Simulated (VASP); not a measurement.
A run of VASP 6.6.1 is set up as follows.

File INCAR:

```
ALGO = Normal
EDIFF = 1E-6
ENCUT = 520
GGA = PE
ISIF = 2
ISMEAR = 0
LASPH = True
LCHARG = False
LREAL = False
LWAVE = False
NBANDS = 56
NELM = 60
PREC = Accurate
SIGMA = 0.1
```

Contents of KPOINTS:

```
k-points
0
Gamma
  4 4 4
```

The input POSCAR:

```
Ga4W2C3
1.0
    4.8814601100      0.0000000000      0.0000000000
    0.0000000000      4.8814601100      0.0000000000
    0.0000000000      0.0000000000      5.9035860600
Ga W C
4 2 3
Direct
    0.2581017300      0.2581017300      0.0000000000
    0.7418982700      0.7418982700      0.0000000000
    0.7418982700      0.2581017300      0.0000000000
    0.2581017300      0.7418982700      0.0000000000
    0.0000000000      0.5000000000      0.0000000000
    0.5000000000      0.0000000000      0.0000000000
    0.5000000000      0.5000000000      0.0000000000
    0.5000000000      0.5000000000      0.6717926600
    0.5000000000      0.5000000000      0.3282073400
```

Potentials or basis: VASP PAW PBE potentials, release 64 (Ga_d, W_sv, C).

The run is started by

```console
$ cat potpaw_PBE.64/Ga_d/POTCAR potpaw_PBE.64/W_sv/POTCAR potpaw_PBE.64/C/POTCAR > POTCAR
$ mpirun -np 1 vasp_std > vasp.out
```

Question: What does it give for the pressure?

Answer: 223.2 GPa.

Question: Predict the largest force.

Answer: 9.070 eV/Å.

Question: What does it give for the band gap on the k mesh?

Answer: Zero (bands 46 and 47 overlap by 0.32 eV).

Stress tensor (GPa, compression positive):
```
337.53   0.00   0.00
  0.00 337.53   0.00
  0.00   0.00  -5.42
```

Caveat: atoms lie so close that the PAW spheres overlap strongly, which falsifies energies and pressures; the stress differs along the axes, from -5 to 338 GPa; spin-orbit coupling is left out, which moves the levels of the heavy elements; forces of over 1 eV/Å act on the atoms, so gaps and moduli don't describe the material at rest.
